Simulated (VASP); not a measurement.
# SiC (P6_3mc) in VASP: notebook

Runs on SiC. Level: r2SCAN+D4. Tasks: single point.

Program: VASP 6.6.1. These are calculated values, not measurements. Logs are shortened: lines on timing, memory, paths and dates and some standing lists are left out, and cuts for length are marked.

## (1) The cell of the first run

Symmetry: P6_3mc, No. 186, hexagonal system. Conventional cell: a = 3.013 Å, b = 3.013 Å, c = 4.945 Å, α = 90.00°, β = 90.00°, γ = 120.00°. Within 2.4 Å of Si (site symmetry 3m) lie 4 C at 1.83 to 1.90 Å. C (site symmetry 3m) has 4 Si at 1.83 to 1.90 Å within 2.4 Å.

## (2) Single point, r2SCAN+D4

POSCAR

```
SiC
1.0
    3.0132068704      0.0000000000      0.0000000000
   -1.5066034352      2.6095136966      0.0000000000
    0.0000000000      0.0000000000      4.9449506768
Si C
2 2
Direct
    0.6666666667      0.3333333333      0.5000000000
    0.3333333333      0.6666666667      0.0000000000
    0.6666666667      0.3333333333      0.8850000000
    0.3333333333      0.6666666667      0.3850000000
```

INCAR.step1

```
SYSTEM = SiC
ALGO = Normal
EDIFF = 1E-4
ENCUT = 520
GGA = PE
ISMEAR = -1
LASPH = .True.
LCHARG = .False.
LREAL = .False.
LWAVE = .True.
NBANDS = 16
NELM = 80
PREC = Accurate
SIGMA = 0.05
```

INCAR.step2

```
SYSTEM = SiC
ALGO = Normal
EDIFF = 1E-6
ENCUT = 520
ISIF = 2
ISMEAR = -1
ISTART = 1
IVDW = 13
LASPH = .True.
LCHARG = .False.
LMIXTAU = .True.
LREAL = .False.
LWAVE = .False.
METAGGA = R2SCAN
NBANDS = 16
NELM = 80
PREC = Accurate
SIGMA = 0.05
VDW_A1 = 0.51559235
VDW_A2 = 5.77342911
VDW_S6 = 1.0
VDW_S8 = 0.6018749
```

KPOINTS

```
k-points
0
Gamma
  10 10 5
  0 0 0
```

Potentials or basis: VASP PAW PBE potentials, release 64 (Si, C).

On the command line:

```bash
$ cat potpaw_PBE.64/Si/POTCAR potpaw_PBE.64/C/POTCAR > POTCAR
$ cp INCAR.step1 INCAR
$ mpirun -np 1 vasp_std > vasp.out
$ cp INCAR.step2 INCAR
$ mpirun -np 1 vasp_std > vasp.out
```

OUTCAR:

```text
SYSTEM = SiC
   EDIFF = 1E-6
   ENCUT = 520
   ISIF = 2
   ISMEAR = -1
   ISTART = 1
   IVDW = 13
   LASPH = .True.
   LREAL = .False.
   METAGGA = R2SCAN
   NELM = 80
   PREC = Accurate

 ion  position               nearest neighbor table
   1  0.667  0.333  0.500-   4 1.83   4 1.83   4 1.83   3 1.90   2 3.02   2 3.02   2 3.02   2 3.02
                             2 3.02   2 3.02
   2  0.333  0.667  0.000-   3 1.83   3 1.83   3 1.83   4 1.90   1 3.02   1 3.02   1 3.02   1 3.02
                             1 3.02   1 3.02
   3  0.667  0.333  0.885-   2 1.83   2 1.83   2 1.83   1 1.90
   4  0.333  0.667  0.385-   1 1.83   1 1.83   1 1.83   2 1.90

  LATTYP: Found a hexagonal cell.
 ALAT       =     3.0132068704
 C/A-ratio  =     1.6410923277

  Lattice vectors:

 A1 = (   3.0132068704,   0.0000000000,   0.0000000000)
 A2 = (  -1.5066034352,   2.6095136966,   0.0000000000)
 A3 = (   0.0000000000,   0.0000000000,   4.9449506768)

Analysis of symmetry for initial positions (statically):
=====================================================================
 Subroutine PRICEL returns:
 Original cell was already a primitive cell.

 Routine SETGRP: Setting up the symmetry group for a
 hexagonal supercell.

 Subroutine GETGRP returns: Found 12 space group operations
 (whereof  6 operations were pure point group operations)
 out of a pool of 24 trial point group operations.

The static configuration has the point symmetry C_3v.
 The point group associated with its full space group is C_6v.

Analysis of symmetry for dynamics (positions and initial velocities):
=====================================================================
 Subroutine PRICEL returns:
 Original cell was already a primitive cell.

 Routine SETGRP: Setting up the symmetry group for a
 hexagonal supercell.

 Subroutine GETGRP returns: Found 12 space group operations
 (whereof  6 operations were pure point group operations)
 out of a pool of 24 trial point group operations.

The dynamic configuration has the point symmetry C_3v.
 The point group associated with its full space group is C_6v.

 Subroutine INISYM returns: Found 12 space group operations
 (whereof  6 operations are pure point group operations),
 and found     1 'primitive' translations

----------------------------------------------------------------------------------------

                                     Primitive cell

  volume of cell :      38.8822

  direct lattice vectors                    reciprocal lattice vectors
     3.013206870  0.000000000  0.000000000     0.331872335  0.191606582  0.000000000
    -1.506603435  2.609513697  0.000000000     0.000000000  0.383213164  0.000000000
     0.000000000  0.000000000  4.944950677     0.000000000  0.000000000  0.202226486

  length of vectors
     3.013206870  3.013206870  4.944950677     0.383213164  0.383213164  0.202226486

  position of ions in fractional coordinates (direct lattice)
     0.666666667  0.333333333  0.500000000
     0.333333333  0.666666667  0.000000000
     0.666666667  0.333333333  0.885000000
     0.333333333  0.666666667  0.385000000

  ion indices of the primitive-cell ions
   primitive index   ion index
                 1           1
                 2           2
                 3           3
                 4           4

----------------------------------------------------------------------------------------

 KPOINTS: k-points

Automatic generation of k-mesh.
 Grid dimensions read from file:
 generate k-points for:   10   10    5

 Generating k-lattice:

  Cartesian coordinates                     Fractional coordinates (reciprocal lattice)
     0.033187234  0.019160658  0.000000000     0.100000000  0.000000000  0.000000000
     0.000000000  0.038321316  0.000000000     0.000000000  0.100000000  0.000000000
     0.000000000  0.000000000  0.040445297     0.000000000  0.000000000  0.200000000

  Length of vectors
     0.038321316  0.038321316  0.040445297

  Shift w.r.t. Gamma in fractional coordinates (k-lattice)
     0.000000000  0.000000000  0.000000000

[... 55 lines left out ...]
     16      20.0205      0.00000

 k-point     4 :       0.3000    0.0000    0.0000
  band No.  band energies     occupation
      1      -6.3657      2.00000
      2      -2.9442      2.00000
      3       1.0429      2.00000
      4       2.4123      2.00000
      5       4.7063      2.00000
      6       5.7433      2.00000
[... 8 lines left out ...]
     15      20.5916      0.00000
     16      21.6211      0.00000

 k-point     5 :       0.4000    0.0000    0.0000
  band No.  band energies     occupation
      1      -5.2215      2.00000
      2      -2.5572      2.00000
      3       0.6205      2.00000
      4       2.4565      2.00000
      5       3.0379      2.00000
      6       5.3209      2.00000
[... 8 lines left out ...]
     15      21.3669      0.00000
     16      22.4213      0.00000

 k-point     6 :       0.5000    0.0000    0.0000
  band No.  band energies     occupation
      1      -4.3990      2.00000
      2      -2.8720      2.00000
      3       0.5437      2.00000
      4       2.0510      2.00000
      5       3.1620      2.00000
      6       5.1737      2.00000
[... 8 lines left out ...]
     15      20.4892      0.00000
     16      22.6587      0.00000
[... 267 lines left out ...]
 k-point    21 :       0.1000    0.1000    0.2000
  band No.  band energies     occupation
      1      -7.2406      2.00000
      2      -4.4576      2.00000
      3       1.2024      2.00000
      4       5.2938      2.00000
      5       6.1649      2.00000
      6       6.8774      2.00000
[... 8 lines left out ...]
     15      19.9773      0.00000
     16      20.3667      0.00000

 k-point    22 :       0.2000    0.1000    0.2000
  band No.  band energies     occupation
      1      -6.5141      2.00000
      2      -3.8345      2.00000
      3       1.6112      2.00000
      4       3.6628      2.00000
      5       4.7869      2.00000
      6       5.7910      2.00000
[... 8 lines left out ...]
     15      20.2693      0.00000
     16      21.1190      0.00000

 k-point    23 :       0.3000    0.1000    0.2000
  band No.  band energies     occupation
      1      -5.4872      2.00000
      2      -3.0799      2.00000
      3       1.0097      2.00000
      4       3.0506      2.00000
      5       3.4295      2.00000
      6       4.9834      2.00000
[... 8 lines left out ...]
     15      21.2416      0.00000
     16      22.1611      0.00000

 k-point    24 :       0.4000    0.1000    0.2000
  band No.  band energies     occupation
      1      -4.3747      2.00000
      2      -2.7803      2.00000
      3       0.2014      2.00000
      4       1.7498      2.00000
      5       3.9093      2.00000
      6       4.7767      2.00000
[... 8 lines left out ...]
     15      21.9046      0.00000
     16      23.3528      0.00000

 [... further k-points ...]

------------------------ aborting loop because EDIFF is reached ----------------------------------------

  DFT-D4 for vdW energy calculation

  Edisp (eV):   -0.51756

  FORCE on cell =-STRESS in cart. coord.  units (eV):
  Direction    XX          YY          ZZ          XY          YZ          ZX
  --------------------------------------------------------------------------------------
  -------------------------------------------------------------------------------------
  Total       3.98739     3.98739     2.31702     0.00000     0.00000     0.00000
  in kB     164.30413   164.30413    95.47517     0.00000     0.00000     0.00000
  external pressure =      141.36 kB  Pullay stress =        0.00 kB

 VOLUME and BASIS-vectors are now :
 -----------------------------------------------------------------------------
  energy-cutoff  :      520.00
  volume of cell :       38.88
      direct lattice vectors                 reciprocal lattice vectors
     3.013206870  0.000000000  0.000000000     0.331872335  0.191606582  0.000000000
    -1.506603435  2.609513697  0.000000000     0.000000000  0.383213164  0.000000000
     0.000000000  0.000000000  4.944950677     0.000000000  0.000000000  0.202226486

 POSITION                                       TOTAL-FORCE (eV/Angst)
 -----------------------------------------------------------------------------------
      1.50660      0.86984      2.47248         0.000000     -0.000000      0.870486
     -0.00000      1.73968      0.00000        -0.000000     -0.000000      0.870486
      1.50660      0.86984      4.37628        -0.000000      0.000000     -0.870486
     -0.00000      1.73968      1.90381        -0.000000     -0.000000     -0.870486
 -----------------------------------------------------------------------------------
    total drift:                               -0.000000      0.000000      0.000227

  FREE ENERGIE OF THE ION-ELECTRON SYSTEM (eV)
  ---------------------------------------------------
  free  energy   TOTEN  =       -39.0008227941 eV

  energy  without entropy=      -39.0008227940  energy(sigma->0) =      -39.00082279
```

Run time: 1.8 min. Hardware: 1 thread of Intel Xeon 8259CL, shared host; peak memory 0.17 GiB.

Results:

```
Free energy                : -39.0008 eV
Pressure                   : 14.1 GPa
Largest force              : 0.870 eV/Å
Band gap on the k mesh     : 2.78 eV (least direct gap 4.74 eV)
Dispersion energy per atom : -0.129 eV
```

Forces on the atoms (eV/Å):
```
Si   0.000  0.000  0.870
Si   0.000  0.000  0.870
C    0.000  0.000 -0.870
C    0.000  0.000 -0.870
```

Stress tensor (GPa, compression positive):
```
16.43  0.00  0.00
 0.00 16.43  0.00
 0.00  0.00  9.55
```

Caveat: the cell stands under pressure; the PAW data sets were made with another functional, which shifts forces and pressure a little; an odd mesh through Γ misses points on the zone boundary, where band edges can lie. r2SCAN opens gaps a little over a GGA but as a rule still falls short of measured ones.

## (3) Single point, r2SCAN+D4

This run uses another cell than the first one, of 9.93 Å³/atom.

POSCAR

```
SiC
1.0
    3.0344273363      0.0000000000      0.0000000000
   -1.5172136681      2.6278911591      0.0000000000
    0.0000000000      0.0000000000      4.9797754205
Si C
2 2
Direct
    0.6666666667      0.3333333333      0.5000000000
    0.3333333333      0.6666666667      0.0000000000
    0.6666666667      0.3333333333      0.8850000000
    0.3333333333      0.6666666667      0.3850000000
```

INCAR.step1

```
  PREC = Accurate
  ENCUT = 520
  ISMEAR = -1
  SIGMA = 0.05
  LREAL = F
  LASPH = T
  NELM = 80
  NBANDS = 16
  GGA = PE
  ALGO = Normal
  EDIFF = 1E-4
  LWAVE = T
  LCHARG = F
```

INCAR.step2

```
  PREC = Accurate
  ENCUT = 520
  EDIFF = 1E-6
  ISMEAR = -1
  SIGMA = 0.05
  LREAL = F
  LASPH = T
  NELM = 80
  ALGO = Normal
  ISIF = 2
  LWAVE = F
  LCHARG = F
  METAGGA = R2SCAN
  LMIXTAU = T
  IVDW = 13
  VDW_S6 = 1.0
  VDW_S8 = 0.6018749
  VDW_A1 = 0.51559235
  VDW_A2 = 5.77342911
  NBANDS = 16
  ISTART = 1
```

KPOINTS

```
Automatic mesh
0
Gamma
  10 10 5
```

Potentials or basis: VASP PAW PBE potentials, release 64 (Si, C).

On the command line:

```bash
$ cat potpaw_PBE.64/Si/POTCAR potpaw_PBE.64/C/POTCAR > POTCAR
$ cp INCAR.step1 INCAR
$ mpirun -np 1 vasp_std > vasp.out
$ cp INCAR.step2 INCAR
$ mpirun -np 1 vasp_std > vasp.out
```

It took 2.2 min on 1 thread of Intel Xeon 8259CL, shared host; peak memory 0.17 GiB.

Results (log left out):

| Quantity | Value |
| --- | --- |
| Free energy | -39.0590 eV |
| Pressure | 8.4 GPa |
| Largest force | 0.834 eV/Å |
| Band gap on the k mesh | 2.81 eV (least direct gap 4.69 eV) |
| Dispersion energy per atom | -0.127 eV |

Forces on the atoms (eV/Å):
```
Si   0.000  0.000  0.834
Si   0.000  0.000  0.834
C    0.000  0.000 -0.834
C    0.000  0.000 -0.834
```

Stress tensor (GPa, compression positive):
```
10.35  0.00  0.00
 0.00 10.35  0.00
 0.00  0.00  4.52
```

Levels at points of the mesh, in eV from the valence-band top:
```tsv
k point	band 6	band 7	band 8	band 9	band 10	band 11
(0.00, 0.00, 0.00)	-0.29	-0.29	0.00	5.57	7.02	7.28
(0.50, 0.00, 0.00)	-3.80	-3.45	-1.58	3.12	4.69	7.65
```

Caveat: the cell stands under pressure; the PAW data sets were made with another functional, which shifts forces and pressure a little; an odd mesh through Γ misses points on the zone boundary, where band edges can lie.

## (4) Single point, r2SCAN+D4

This run uses another cell than the first one, of 10.13 Å³/atom.

POSCAR

```
SiC
1.0
    3.0553550827      0.0000000000      0.0000000000
   -1.5276775413      2.6460151191      0.0000000000
    0.0000000000      0.0000000000      5.0141197845
Si C
2 2
Direct
    0.6666666667      0.3333333333      0.5000000000
    0.3333333333      0.6666666667      0.0000000000
    0.6666666667      0.3333333333      0.8850000000
    0.3333333333      0.6666666667      0.3850000000
```

Edit INCAR.step1 of step 3 so:

```diff
@@ -6,3 +6,3 @@
   LASPH = T
-  NELM = 80
+  NELM = 100
   NBANDS = 16
```

Edit INCAR.step2 of step 3 so:

```diff
@@ -7,3 +7,3 @@
   LASPH = T
-  NELM = 80
+  NELM = 100
   ALGO = Normal
```

KPOINTS is that of step 3.

On the command line:

```bash
$ cat potpaw_PBE.64/Si/POTCAR potpaw_PBE.64/C/POTCAR > POTCAR
$ cp INCAR.step1 INCAR
$ mpirun -np 1 vasp_std > vasp.out
$ cp INCAR.step2 INCAR
$ mpirun -np 1 vasp_std > vasp.out
```

Wall time 2 min (1 thread of Intel Xeon 8259CL, shared host); peak memory 0.17 GiB.

Results (log left out):

```yaml
Free_energy: -39.0891 eV
Pressure: 3.2 GPa
Largest_force: 0.799 eV/Å
Band_gap_on_the_k_mesh: 2.83 eV (least direct gap 4.64 eV)
Dispersion_energy_per_atom: -0.125 eV
```

Forces on the atoms (eV/Å):
```
Si   0.000  0.000  0.799
Si   0.000  0.000  0.799
C    0.000  0.000 -0.799
C    0.000  0.000 -0.799
```

Stress tensor (GPa, compression positive):
```
 4.84  0.00  0.00
 0.00  4.84  0.00
 0.00  0.00 -0.04
```

Levels at points of the mesh, in eV from the valence-band top:
```tsv
k point	band 5	band 6	band 7	band 8	band 9	band 10	band 11	band 12
(0.00, 0.00, 0.00)	-1.66	-0.30	-0.30	0.00	5.37	6.79	7.14	7.14
(0.50, 0.00, 0.00)	-5.70	-3.76	-3.40	-1.57	3.07	4.66	7.48	7.79
```

Caveat: the cell stands under pressure; the PAW data sets were made with another functional, which shifts forces and pressure a little; an odd mesh through Γ misses points on the zone boundary, where band edges can lie.

## (5) Single point, r2SCAN+D4

This run uses another cell than the first one, of 10.34 Å³/atom.

POSCAR

```
SiC
1.0
    3.0760000000      0.0000000000      0.0000000000
   -1.5380000000      2.6638941420      0.0000000000
    0.0000000000      0.0000000000      5.0480000000
Si C
2 2
Direct
    0.6666666667      0.3333333333      0.5000000000
    0.3333333333      0.6666666667      0.0000000000
    0.6666666667      0.3333333333      0.8850000000
    0.3333333333      0.6666666667      0.3850000000
```

INCAR.step1

```
PREC     = Accurate       # precision mode
ENCUT    = 520            # plane-wave cutoff, eV
ISMEAR   = -1             # smearing method
SIGMA    = 0.05           # smearing width, eV
LREAL    = False          # projectors in reciprocal space
LASPH    = True           # aspherical terms in the spheres
NELM     = 80             # most SCF steps
NBANDS   = 16             # bands
GGA      = PE             # functional
ALGO     = Normal         # electronic algorithm
EDIFF    = 1E-4           # SCF threshold, eV
LWAVE    = True           # write WAVECAR
LCHARG   = False          # write CHGCAR
```

INCAR.step2

```
PREC     = Accurate       # precision mode
ENCUT    = 520            # plane-wave cutoff, eV
EDIFF    = 1E-7           # SCF threshold, eV
ISMEAR   = -1             # smearing method
SIGMA    = 0.05           # smearing width, eV
LREAL    = False          # projectors in reciprocal space
LASPH    = True           # aspherical terms in the spheres
NELM     = 80             # most SCF steps
ALGO     = Normal         # electronic algorithm
ISIF     = 2              # what is computed and relaxed
LWAVE    = False          # write WAVECAR
LCHARG   = False          # write CHGCAR
METAGGA  = R2SCAN         # meta-GGA
LMIXTAU  = True         
IVDW     = 13             # dispersion correction
VDW_S6   = 1.0          
VDW_S8   = 0.6018749    
VDW_A1   = 0.51559235   
VDW_A2   = 5.77342911   
NBANDS   = 16             # bands
ISTART   = 1
```

KPOINTS

```
regular mesh
0
Gamma
  10 10 5
```

On the command line:

```bash
$ cat potpaw_PBE.64/Si/POTCAR potpaw_PBE.64/C/POTCAR > POTCAR
$ cp INCAR.step1 INCAR
$ mpirun -np 1 vasp_std > vasp.out
$ cp INCAR.step2 INCAR
$ mpirun -np 1 vasp_std > vasp.out
```

It took 2.5 min on 1 thread of Intel Xeon 8259CL, shared host; peak memory 0.17 GiB.

The run converged. Its results:

| Property | Result |
| --- | --- |
| Free energy | -39.0936 eV |
| Pressure | -1.5 GPa |
| Largest force | 0.766 eV/Å |
| Band gap on the k mesh | 2.86 eV (least direct gap 4.59 eV) |
| Dispersion energy per atom | -0.123 eV |

Forces on the atoms (eV/Å):
```
Si   0.000  0.000  0.766
Si   0.000  0.000  0.766
C    0.000  0.000 -0.766
C    0.000  0.000 -0.766
```

Stress tensor (GPa, compression positive):
```
-0.17  0.00  0.00
 0.00 -0.17  0.00
 0.00  0.00 -4.17
```

Levels at points of the mesh, in eV from the valence-band top:
```csv
k point,band 4,band 5,band 6,band 7,band 8,band 9,band 10,band 11,band 12,band 13
"(0.00, 0.00, 0.00)",-1.65,-1.65,-0.30,-0.30,0.00,5.18,6.57,7.01,7.01,8.13
"(0.50, 0.00, 0.00)",-6.82,-5.63,-3.72,-3.34,-1.57,3.02,4.63,7.32,7.71,10.39
```

Caveat: the PAW data sets were made with another functional, which shifts forces and pressure a little; an odd mesh through Γ misses points on the zone boundary, where band edges can lie.

## (6) Overview

```tsv
cell	gap on the mesh (eV)	pressure (GPa)	largest force (eV/Å)
a = 3.013, b = 3.013, c = 4.945 Å, angles 90.0, 90.0, 120.0°, 4 atoms	2.78	14.1	0.87
a = 3.034, b = 3.034, c = 4.980 Å, angles 90.0, 90.0, 120.0°, 4 atoms	2.81	8.4	0.83
a = 3.055, b = 3.055, c = 5.014 Å, angles 90.0, 90.0, 120.0°, 4 atoms	2.83	3.2	0.80
a = 3.076, b = 3.076, c = 5.048 Å, angles 90.0, 90.0, 120.0°, 4 atoms	2.86	-1.5	0.77
```

Alike in all rows: task single point; level r2SCAN+D4; potentials or basis VASP PAW PBE potentials, release 64 (Si, C); no spin polarisation; k mesh 10 × 10 × 5; cutoff (eV) 520; smearing fermi-dirac 0.05 eV.

Caveats: the PAW data sets were made with another functional, which shifts forces and pressure a little; an odd mesh through Γ misses points on the zone boundary, where band edges can lie; the cell stands under pressure (at least some runs).

Absolute energies hang on the potentials; compare differences alone.
